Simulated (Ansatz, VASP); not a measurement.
TiO2 in VASP and in Ansatz

```xyz
12
Lattice="4.8040 0.0000 -0.0017 0.0000 4.8661 0.0000 -0.8630 0.0000 4.9663" Properties=species:S:1:pos:R:3 pbc="T T T"
Ti    0.7140    2.1679    3.5481
Ti    2.7954    4.6010    3.8996
Ti    3.2269    2.6982    1.4165
Ti    1.1456    0.2651    1.0650
O     1.3126    3.6108    4.7835
O     2.1968    1.1777    2.6642
O     2.6283    1.2553    0.1811
O     1.7442    3.6884    2.3004
O     0.0011    1.5684    1.7492
O     4.3714    4.0015    0.7322
O     3.9399    3.2977    3.2154
O    -0.4304    0.8647    4.2324
```

Alike in both runs: task single point; functional r2SCAN; k mesh 6 × 6 × 6; occupations gaussian, width 0.02 eV; no spin polarisation.

|  | VASP | Ansatz |
| --- | --- | --- |
| version | VASP 6.6.1 | Ansatz 0.2.0 |
| potentials or method | VASP PAW PBE potentials, release 64 (Ti_sv, O), cutoff 520 eV | scalar-relativistic, plane waves, PAW |
| valence electrons in the cell | 96 | 96 |

```csv
,VASP,Ansatz,Ansatz less VASP
gap on the k mesh at the Fermi level (eV),2.72,2.70,-0.022
least direct gap on the mesh (eV),2.81,2.80,-0.016
pressure (GPa),1.5,0.0,-1.53
"traceless stress, the component that is largest in VASP (GPa)",-0.15,0.00,+0.144
rms of the force components (eV/Å),0.045,0.001,-0.0442
```

VASP's potentials were made for PBE, not for r2SCAN. Atom by atom the forces differ by 0.046 eV/Å (rms over components).
